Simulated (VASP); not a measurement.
Write the native input for VASP 6.6.1 that does the following.

```yaml
Task: single point
Functional: PBE
Potentials_or_basis: VASP PAW PBE potentials, release 64 (Au, Cu)
Cutoff: 520 eV
k_mesh: 1 × 1 × 1, shifted
Occupations: fermi-dirac, width 0.05 eV
Spin: no spin polarisation
Dipole_correction: no
Further_INCAR_settings: LREAL = Auto; ALGO = Normal; EDIFF = 1e-06; NBANDS = 102; ISYM = 0
```

The structure of Cu3Au13 lies in POSCAR:

```
Cu3Au13
1.0
    6.6859480000      0.0855830000     -0.0615900000
    0.0855830000      6.6105530000     -0.0078460000
   -0.0615900000     -0.0078460000      6.5441010000
Au Cu
13 3
Direct
    0.2366519935      0.4303631542      0.5041840011
    0.2584517528      0.4380060964      0.9863103640
    0.7383930006      0.9256381243      0.9864603529
    0.8222373431      0.4804356683      0.4114181759
    0.0473544226      0.1463697504      0.2078416846
    0.1866113685      0.8681539742      0.5329619653
    0.3479174746      0.0207614582      0.8848509721
    0.6748448534      0.3702788447      0.0434838800
    0.7428230427      0.8989463642      0.5153720281
    0.9306971369      0.6256430395      0.7984099622
    0.9691447281      0.1829888432      0.7496507701
    0.4294255922      0.1247989453      0.3164125209
    0.4802459731      0.6967902470      0.2478649651
    0.5829144245      0.2983004784      0.6498454356
    0.4950403786      0.6657433985      0.7563167133
    0.0589342873      0.7358919167      0.1476281571
```

One way to write it, as run:

INCAR

```
PREC = Accurate ; ENCUT = 520
EDIFF = 1E-6 ; ISMEAR = -1
SIGMA = 0.05 ; LREAL = Auto
LASPH = T ; NELM = 100
ALGO = Normal ; ISIF = 2
LWAVE = F ; LCHARG = F
GGA = PE ; ISYM = 0
NBANDS = 102
```

KPOINTS

```
Automatic mesh
0
Gamma
  1 1 1
  0.25 0.25 0.25
```

Potentials or basis: VASP PAW PBE potentials, release 64 (Au, Cu).

Run with:

```bash
$ cat potpaw_PBE.64/Au/POTCAR potpaw_PBE.64/Cu/POTCAR > POTCAR
$ mpirun -np 1 vasp_std > vasp.out
```

Results of the run:

- Pressure: -2.3 GPa
- Largest force: 1.437 eV/Å
- Band gap on the k mesh: 0.15 eV

Caveat: the k points lie up to 0.96 Å⁻¹ apart; spin-orbit coupling is left out, which moves the levels of the heavy elements.

Run time: 99 s on 1 thread of Intel(R) Xeon(R) Platinum 8124M CPU @ 3.00GHz (Skylake/Cascade Lake) (shared host), peak memory 0.35 GiB.
